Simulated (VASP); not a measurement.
# CsB4As3 (P4/mmm) in VASP: single point with PBE

Aim: the single point of CsB4As3 with PBE.

All numbers are computed with VASP 6.6.1; they aren't measurements. Logs are shortened: lines on timing, memory, paths and dates and some standing lists are left out, and cuts for length are marked.

## Step 1: The cell of the first run

It takes space group P4/mmm (No. 123, tetragonal). The conventional cell has a = 3.879 Å, b = 3.879 Å, c = 9.811 Å, α = 90.00°, β = 90.00°, γ = 90.00°. Within 4.6 Å of Cs (site symmetry 4/mmm) lie 8 As at 3.47 Å and 4 Cs at 3.88 Å and 8 B at 3.90 Å. B (site symmetry 2mm) has 4 As at 2.32 to 2.46 Å and 5 B at 2.74 to 3.04 Å within 3.1 Å. Within 3.1 Å of As (site symmetry 4mm) lie 4 B at 2.32 Å. Within 3.3 Å of As (site symmetry 4/mmm) lie 8 B at 2.46 Å.

## Step 2: Single point, PBE

INCAR reads:

```
SYSTEM = CsB4As3
  PREC = Accurate
  ENCUT = 520
  EDIFF = 1E-6
  ISMEAR = -1
  SIGMA = 0.1
  LREAL = .FALSE.
  LASPH = .TRUE.
  NELM = 80
  ALGO = Normal
  ISIF = 2
  LWAVE = .FALSE.
  LCHARG = .TRUE.
  GGA = PE
  LELF = .TRUE.
  LVHAR = .TRUE.
  NBANDS = 28
```

KPOINTS reads:

```
Automatic mesh
0
G
  9 9 4
  0 0 0
```

POSCAR reads:

```
CsB4As3
1.0
    3.8786480000      0.0000000000      0.0000000000
    0.0000000000      3.8786480000      0.0000000000
    0.0000000000      0.0000000000      9.8114790000
Cs B As
1 4 3
Direct
    0.0000000000      0.0000000000      0.5000000000
    0.0000000000      0.5000000000      0.1548700000
    0.5000000000      0.0000000000      0.1548700000
    0.0000000000      0.5000000000      0.8451300000
    0.5000000000      0.0000000000      0.8451300000
    0.5000000000      0.5000000000      0.2837300000
    0.5000000000      0.5000000000      0.7162700000
    0.0000000000      0.0000000000      0.0000000000
```

Potentials or basis: VASP PAW PBE potentials, release 64 (Cs_sv, B, As).

Launch:

```console
> cat potpaw_PBE.64/Cs_sv/POTCAR potpaw_PBE.64/B/POTCAR potpaw_PBE.64/As/POTCAR > POTCAR
> mpirun -np 1 vasp_std > vasp.out
```

OUTCAR:

```text
SYSTEM = CsB4As3
   PREC = Accurate
   ENCUT = 520
   EDIFF = 1E-6
   ISMEAR = -1
   LREAL = .FALSE.
   LASPH = .TRUE.
   NELM = 80
   ISIF = 2
   GGA = PE

 ion  position               nearest neighbor table
   1  0.000  0.000  0.500-
   2  0.000  0.500  0.155-   6 2.32   6 2.32   8 2.46   8 2.46
   3  0.500  0.000  0.155-   6 2.32   6 2.32   8 2.46   8 2.46
   4  0.000  0.500  0.845-   7 2.32   7 2.32   8 2.46   8 2.46
   5  0.500  0.000  0.845-   7 2.32   7 2.32   8 2.46   8 2.46
   6  0.500  0.500  0.284-   2 2.32   3 2.32   3 2.32   2 2.32
   7  0.500  0.500  0.716-   4 2.32   5 2.32   5 2.32   4 2.32
   8  0.000  0.000  0.000-   2 2.46   3 2.46   4 2.46   5 2.46   2 2.46   4 2.46   3 2.46   5 2.46

  LATTYP: Found a simple tetragonal cell.
 ALAT       =     3.8786480000
 C/A-ratio  =     2.5296131539

  Lattice vectors:

 A1 = (   3.8786480000,   0.0000000000,   0.0000000000)
 A2 = (   0.0000000000,   3.8786480000,   0.0000000000)
 A3 = (   0.0000000000,   0.0000000000,   9.8114790000)

Analysis of symmetry for initial positions (statically):
=====================================================================
 Subroutine PRICEL returns:
 Original cell was already a primitive cell.

 Routine SETGRP: Setting up the symmetry group for a
 simple tetragonal supercell.

 Subroutine GETGRP returns: Found 16 space group operations
 (whereof 16 operations were pure point group operations)
 out of a pool of 16 trial point group operations.

The static configuration has the point symmetry D_4h.

Analysis of symmetry for dynamics (positions and initial velocities):
=====================================================================
 Subroutine PRICEL returns:
 Original cell was already a primitive cell.

 Routine SETGRP: Setting up the symmetry group for a
 simple tetragonal supercell.

 Subroutine GETGRP returns: Found 16 space group operations
 (whereof 16 operations were pure point group operations)
 out of a pool of 16 trial point group operations.

The dynamic configuration has the point symmetry D_4h.

 Subroutine INISYM returns: Found 16 space group operations
 (whereof 16 operations are pure point group operations),
 and found     1 'primitive' translations

----------------------------------------------------------------------------------------

                                     Primitive cell

[... 95 lines left out ...]
   ICHARG =      2    charge: 1-file 2-atom 10-const
   ISPIN  =      1    spin polarized calculation?
   LNONCOLLINEAR =      F non collinear calculations
   LSORBIT =      F    spin-orbit coupling
   LASPH  =      T    aspherical Exc in radial PAW
   ENCUT  =  520.0 eV  38.22 Ry    6.18 a.u.   7.21  7.21 18.24*2*pi/ulx,y,z
   NELM   =     80;   NELMIN=  2; NELMDL= -5     # of ELM steps
   EDIFF  = 0.1E-05   stopping-criterion for ELM
   LREAL  =      F    real-space projection
   EDIFFG = 0.1E-04   stopping-criterion for IOM
   NSW    =      0    number of steps for IOM
   IBRION =     -1    ionic relax: 0-MD 1-quasi-New 2-CG
   NFREE  =      0    steps in history (QN), initial steepest desc. (CG)
   ISIF   =      2    stress and relaxation
   ISYM   =      2    0-nonsym 1-usesym 2-fastsym
   POTIM  = 0.5000    time-step for ionic-motion
   TEBEG  =    0.0;   TEEND  =   0.0 temperature during run
   PSTRESS=    0.0 pullay stress
   NELECT =      36.0000    total number of electrons
   NUPDOWN=      -1.0000    fix difference up-down
   EMIN   =  10.00;   EMAX   =-10.00  energy-range for DOS
   EFERMI =   0.00;   METHOD = LEGACY
   ISMEAR =    -1;   SIGMA  =   0.10  broadening in eV -4-tet -1-fermi 0-gaus
   EFERMI_NEDOS =   21; number of points for ismear=-14 and -15
   IALGO  =     38    algorithm
   IMIX   =      4    mixing-type and parameters
     AMIX     =   0.40;   BMIX     =  1.00
     AMIX_MAG =   1.60;   BMIX_MAG =  1.00
  volume/ion in A,a.u.               =      18.45       124.51
  Fermi-wavevector in a.u.,A,eV,Ry     =   1.022847  1.932900 14.234627  1.046216
  Thomas-Fermi vector in A             =   2.156548
   LORBIT       =      0    0 simple, 1 ext, 2 COOP (PROOUT), +10 PAW based schemes
   GGA     = PE    functional components
[... 5 lines left out ...]
 non-spin polarized calculation
  energy-cutoff  :      520.00
  volume of cell :      147.60
 maximum number of plane-waves:      4002
 NGX is ok and might be reduce to    30
   NGX = 15   NGY = 15   NGZ = 37

 number of electron      36.0000000 magnetization

 Free energy of the ion-electron system (eV)
  ---------------------------------------------------
  ext. energy  EPLUGINS =         0.00000000
  ---------------------------------------------------
  free energy    TOTEN  =       -33.49317509 eV

  energy without entropy =      -33.37822584  energy(sigma->0) =      -33.43570046

 E-fermi :   4.4260     XC(G=0):  -9.7682

 val. band max:        4.4036353584   @ k =   0.2222   0.2222   0.2500
 cond. band min:       4.4432353285   @ k =   0.0000   0.0000   0.0000
 fundamental gap:      0.0395999701
 Fermi energy:         4.4260147833

 k-point     1 :       0.0000    0.0000    0.0000
  band No.  band energies     occupation
      1     -18.2219      2.00000
      2      -9.2486      2.00000
      3      -8.5596      2.00000
      4      -6.8933      2.00000
      5      -4.9483      2.00000
      6      -4.5333      2.00000
[... 733 lines left out ...]
     27       8.5346      0.00000
     28       9.0755      0.00000

 [... further k-points ...]
[... 5 lines left out ...]
  --------------------------------------------------------------------------------------
  -------------------------------------------------------------------------------------
  Total       -6.0156226     -6.0156226     -4.1343056      0.0000000      0.0000000     -0.0000000
  in kB      -65.2974097    -65.2974097    -44.8763936      0.0000000      0.0000000     -0.0000000
  external PRESSURE =     -58.4904043 kB  Pullay stress =       0.0000000 kB

 VOLUME and BASIS-vectors are now :
 -----------------------------------------------------------------------------
  energy-cutoff  :      520.00
  volume of cell :      147.60
      direct lattice vectors                 reciprocal lattice vectors
     3.878648000  0.000000000  0.000000000     0.257821798  0.000000000  0.000000000
     0.000000000  3.878648000  0.000000000     0.000000000  0.257821798  0.000000000
     0.000000000  0.000000000  9.811479000     0.000000000  0.000000000  0.101921433

 POSITION                                       TOTAL-FORCE (eV/Angst)
 -----------------------------------------------------------------------------------
      0.00000      0.00000      4.90574        -0.000000     -0.000000      0.000000
      0.00000      1.93932      1.51950         0.000000     -0.000000      0.328436
      1.93932      0.00000      1.51950        -0.000000     -0.000000      0.328436
      0.00000      1.93932      8.29198        -0.000000     -0.000000     -0.328436
      1.93932      0.00000      8.29198        -0.000000     -0.000000     -0.328436
      1.93932      1.93932      2.78381         0.000000      0.000000     -2.159308
      1.93932      1.93932      7.02767        -0.000000     -0.000000      2.159308
      0.00000      0.00000      0.00000        -0.000000     -0.000000      0.000000
 -----------------------------------------------------------------------------------
    total drift:                                0.000000     -0.000000     -0.000000

  FREE ENERGIE OF THE ION-ELECTRON SYSTEM (eV)
  ---------------------------------------------------
  free  energy   TOTEN  =       -33.4931750887 eV

  energy  without entropy=      -33.3782258358  energy(sigma->0) =      -33.43570046
```

OSZICAR:

```text
N       E                     dE             d eps       ncg     rms          rms(c)
DAV:   1     0.134964572659E+03    0.13496E+03   -0.14811E+04  2520   0.110E+03
DAV:   2    -0.217492000804E+02   -0.15671E+03   -0.15021E+03  3224   0.177E+02
DAV:   3    -0.336791185713E+02   -0.11930E+02   -0.11759E+02  3356   0.477E+01
DAV:   4    -0.338619001452E+02   -0.18278E+00   -0.18215E+00  3276   0.625E+00
DAV:   5    -0.338643456869E+02   -0.24455E-02   -0.24431E-02  3316   0.678E-01    0.492E+00
DAV:   6    -0.335452997005E+02    0.31905E+00   -0.59888E-01  3156   0.293E+00    0.279E+00
DAV:   7    -0.334914676574E+02    0.53832E-01   -0.33437E-01  3304   0.227E+00    0.765E-01
DAV:   8    -0.334921582102E+02   -0.69055E-03   -0.49940E-02  3144   0.912E-01    0.225E-01
DAV:   9    -0.334928414289E+02   -0.68322E-03   -0.30366E-03  3116   0.249E-01    0.993E-02
DAV:  10    -0.334930743925E+02   -0.23296E-03   -0.52287E-04  3092   0.102E-01    0.325E-02
DAV:  11    -0.334931634341E+02   -0.89042E-04   -0.13296E-04  2968   0.520E-02    0.147E-02
DAV:  12    -0.334931718816E+02   -0.84475E-05   -0.22174E-05  3112   0.215E-02    0.411E-03
DAV:  13    -0.334931743919E+02   -0.25103E-05   -0.48470E-06  2964   0.956E-03    0.146E-03
DAV:  14    -0.334931750887E+02   -0.69687E-06   -0.50428E-07  2208   0.341E-03
   1 F= -.33493175E+02 E0= -.33435700E+02  d E =-.114949E+00
```

It took 6.1 min on 1 thread of Intel Xeon Platinum 8259CL at 2.50GHz (Skylake/Cascade Lake), shared host; peak memory 0.35 GiB.

What came out:

| Property | Result |
| --- | --- |
| Free energy | -33.4932 eV |
| Pressure | -5.8 GPa |
| Largest force | 2.159 eV/Å |
| Band gap on the k mesh | zero (band 18 reaches 4.70 eV, above the bottom of band 19 at 3.78 eV) |

Forces in eV/Å, atoms in the order of the input:
```
Cs   0.000  0.000  0.000
B    0.000  0.000  0.328
B    0.000  0.000  0.328
B    0.000  0.000 -0.328
B    0.000  0.000 -0.328
As   0.000  0.000 -2.159
As   0.000  0.000  2.159
As   0.000  0.000  0.000
```

Stress tensor (GPa, compression positive):
```
-6.53  0.00  0.00
 0.00 -6.53  0.00
 0.00  0.00 -4.49
```

Levels at points of the mesh, in eV from the Fermi level:
| k point | band 14 | band 15 | band 16 | band 17 | band 18 | band 19 | band 20 | band 21 | band 22 | band 23 |
| --- | --- | --- | --- | --- | --- | --- | --- | --- | --- | --- |
| (0.00, 0.00, 0.00) | -3.49 | -2.62 | -0.97 | -0.76 | -0.76 | 0.02 | 0.07 | 1.02 | 1.67 | 1.99 |
| (0.00, 0.00, 0.50) | -3.38 | -2.65 | -2.16 | -0.90 | -0.90 | 0.27 | 0.36 | 1.07 | 1.73 | 2.17 |

Caveat: spin-orbit coupling is left out, which moves the levels of the heavy elements; forces of over 1 eV/Å act on the atoms, so gaps and moduli don't describe the material at rest.
